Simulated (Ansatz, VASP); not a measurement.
**Two plane-wave programs on InAs**

```
CELL_PARAMETERS angstrom
0.00000 3.01800 3.01800
3.01800 0.00000 3.01800
3.01800 3.01800 0.00000
ATOMIC_POSITIONS crystal
In 0.00000 0.00000 0.00000
As 0.75000 0.75000 0.75000
```

Alike in both runs: task relaxation of cell and atoms; functional PBE; k mesh 8 × 8 × 8; occupations fermi-dirac, width 0.05 eV; no spin polarisation.

|  | VASP | Ansatz |
| --- | --- | --- |
| version | VASP 6.6.1 | Ansatz 0.2.0 |
| potentials or method | VASP PAW PBE potentials, release 64 (In_d, As) | Ansatz PAW |
| plane-wave cutoff (eV) | 600 | 420 |
| valence electrons in the cell | 18 | 28 |

VASP gave:

- relaxed volume (Å³/atom): 29.63
- relaxed cell length with the largest relative difference (Å): 4.376

Task: Which values does Ansatz return?

Result: Relaxed volume (Å³/atom): 29.60; relaxed cell length with the largest relative difference (Å): 4.375.

VASP's potentials hold 18 valence electrons a cell and Ansatz's 28, so a difference there can come from the potentials and not from the codes.

Noted on Ansatz's run: the plane-wave basis is chosen anew once the cell has moved, so the energies of steps on either side of that aren't comparable.
